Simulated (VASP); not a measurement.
# Ta (P6_3/mmc) in VASP: notebook, part 2 of 2

VASP 6.6.1. The steps go on from the part before.

## 3. Single point, PBEsol

This run uses another cell than the first one, of 19.95 Å³/atom, 1.019 times its volume.

INCAR

```
PREC     = Accurate       # precision mode
ENCUT    = 520            # plane-wave cutoff, eV
EDIFF    = 1E-6           # SCF threshold, eV
ISMEAR   = 1              # smearing method
SIGMA    = 0.1            # smearing width, eV
LREAL    = F              # projectors in reciprocal space
LASPH    = T              # aspherical terms in the spheres
NELM     = 100            # most SCF steps
ALGO     = Normal         # electronic algorithm
ISIF     = 2              # what is computed and relaxed
LWAVE    = F              # write WAVECAR
LCHARG   = F              # write CHGCAR
GGA      = PS             # functional
NBANDS   = 18             # bands
```

KPOINTS

```
regular mesh
0
Gamma
  11 11 6
```

POSCAR

```
Ta
1.0
    2.9572544418      0.0000000000      0.0000000000
   -1.4786323189      2.5610634874      0.0000000000
    0.0000000000      0.0000000000      5.2675951361
Ta
2
Direct
    0.6666666667      0.3333333333      0.7500000000
    0.3333333333      0.6666666667      0.2500000000
```

Potentials or basis: VASP PAW PBE potentials, release 64 (Ta_pv).

The run is started by

```bash
cat potpaw_PBE.64/Ta_pv/POTCAR > POTCAR
mpirun -np 1 vasp_std > vasp.out
```

OUTCAR:

```text
PREC = Accurate
   ENCUT = 520
   EDIFF = 1E-6
   ISMEAR = 1
   LREAL = F
   LASPH = T
   NELM = 100
   ISIF = 2
   GGA = PS

 ion  position               nearest neighbor table
   1  0.667  0.333  0.750-   2 3.14   2 3.14   2 3.14   2 3.14   2 3.14   2 3.14
   2  0.333  0.667  0.250-   1 3.14   1 3.14   1 3.14   1 3.14   1 3.14   1 3.14

  LATTYP: Found a hexagonal cell.
 ALAT       =     2.9572544418
 C/A-ratio  =     1.7812451515

  Lattice vectors:

 A1 = (   2.9572544418,   0.0000000000,   0.0000000000)
 A2 = (  -1.4786323189,   2.5610634874,   0.0000000000)
 A3 = (   0.0000000000,   0.0000000000,   5.2675951361)

Analysis of symmetry for initial positions (statically):
=====================================================================
 Subroutine PRICEL returns:
 Original cell was already a primitive cell.

 Routine SETGRP: Setting up the symmetry group for a
 hexagonal supercell.

 Subroutine GETGRP returns: Found 24 space group operations
 (whereof 12 operations were pure point group operations)
 out of a pool of 24 trial point group operations.

The static configuration has the point symmetry D_3d.
 The point group associated with its full space group is D_6h.

Analysis of symmetry for dynamics (positions and initial velocities):
=====================================================================
 Subroutine PRICEL returns:
 Original cell was already a primitive cell.

 Routine SETGRP: Setting up the symmetry group for a
 hexagonal supercell.

 Subroutine GETGRP returns: Found 24 space group operations
 (whereof 12 operations were pure point group operations)
 out of a pool of 24 trial point group operations.

The dynamic configuration has the point symmetry D_3d.
 The point group associated with its full space group is D_6h.

 Subroutine INISYM returns: Found 24 space group operations
[... 107 lines left out ...]
   PSTRESS=    0.0 pullay stress
   NELECT =      22.0000    total number of electrons
   NUPDOWN=      -1.0000    fix difference up-down
   EMIN   =  10.00;   EMAX   =-10.00  energy-range for DOS
   EFERMI =   0.00;   METHOD = LEGACY
   ISMEAR =     1;   SIGMA  =   0.10  broadening in eV -4-tet -1-fermi 0-gaus
   EFERMI_NEDOS =   21; number of points for ismear=-14 and -15
   IALGO  =     38    algorithm
   IMIX   =      4    mixing-type and parameters
     AMIX     =   0.40;   BMIX     =  1.00
     AMIX_MAG =   1.60;   BMIX_MAG =  1.00
  volume/ion in A,a.u.               =      19.95       134.61
  Fermi-wavevector in a.u.,A,eV,Ry     =   1.342482  2.536924 24.521220  1.802259
  Thomas-Fermi vector in A             =   2.470633
   LORBIT       =      0    0 simple, 1 ext, 2 COOP (PROOUT), +10 PAW based schemes
   GGA     = PS    functional components
   LHFCALC =     F    Hartree Fock is set to
   AEXX    =    0.0000 exact exchange contribution
   IVDW    =     0    specifies the selected vdW correction
   LEPSILON=     F    determine dielectric tensor
   LRPA    =     F    only Hartree local field effects (RPA)
 non-spin polarized calculation
 Methfessel and Paxton  Order N= 1 SIGMA  =   0.10
  energy-cutoff  :      520.00
  volume of cell :       39.90
 maximum number of plane-waves:      1100
 NGX is ok and might be reduce to    24
   NGX = 11   NGY = 11   NGZ = 19

 number of electron      22.0000000 magnetization

 Free energy of the ion-electron system (eV)
  ---------------------------------------------------
  ext. energy  EPLUGINS =         0.00000000
  ---------------------------------------------------
  free energy    TOTEN  =       -24.32565575 eV

  energy without entropy =      -24.32657357  energy(sigma->0) =      -24.32596169

 E-fermi :   4.9537     XC(G=0): -12.2007

 val. band max:        4.9526291471   @ k =   0.3636   0.1818   0.1667
 cond. band min:       4.9689011578   @ k =   0.3636  -0.0000   0.0000
 fundamental gap:      0.0162720108
 Fermi energy:         4.9536620876

 k-point     1 :       0.0000    0.0000    0.0000
  band No.  band energies     occupation
      1     -29.6296      2.00000
      2     -28.9687      2.00000
      3     -28.8475      2.00000
      4     -28.8475      2.00000
      5     -28.7798      2.00000
      6     -28.7798      2.00000
[... 481 lines left out ...]
      5     -28.9509      2.00000
      6     -28.8860      2.00000
[... 10 lines left out ...]
     17       9.6750      0.00000
     18      11.3198      0.00000

 [... further k-points ...]
[... 5 lines left out ...]
  --------------------------------------------------------------------------------------
  -------------------------------------------------------------------------------------
  Total       -4.2305773     -4.2305972     -3.7569399      0.0000084      0.0000000     -0.0000000
  in kB     -169.8982071   -169.8990052   -150.8771265      0.0003382      0.0000000     -0.0000000
  external PRESSURE =    -163.5581129 kB  Pullay stress =       0.0000000 kB

 VOLUME and BASIS-vectors are now :
 -----------------------------------------------------------------------------
  energy-cutoff  :      520.00
  volume of cell :       39.90
      direct lattice vectors                 reciprocal lattice vectors
     2.957254442  0.000000000  0.000000000     0.338151491  0.195232069  0.000000000
    -1.478632319  2.561063487  0.000000000     0.000000000  0.390462792  0.000000000
     0.000000000  0.000000000  5.267595136     0.000000000  0.000000000  0.189839951

 POSITION                                       TOTAL-FORCE (eV/Angst)
 -----------------------------------------------------------------------------------
      1.47863      0.85369      3.95070         0.000000     -0.000000      0.000000
     -0.00000      1.70738      1.31690        -0.000000      0.000000      0.000000
 -----------------------------------------------------------------------------------
    total drift:                                0.000000     -0.000000      0.000000

  FREE ENERGIE OF THE ION-ELECTRON SYSTEM (eV)
  ---------------------------------------------------
  free  energy   TOTEN  =       -24.3256557502 eV

  energy  without entropy=      -24.3265735720  energy(sigma->0) =      -24.32596169
```

It took 51 s on 1 thread of AMD EPYC 7R43 (Zen 3), shared host; peak memory 0.14 GiB.

What came out:

```
Free energy            : -24.3257 eV
Pressure               : -16.4 GPa
Band gap on the k mesh : zero (band 11 reaches 6.13 eV, above the bottom of band 12 at 4.26 eV)
```

Caveat: the PAW data sets were made with another functional, which shifts forces and pressure a little; spin-orbit coupling is left out, which moves the levels of the heavy elements.
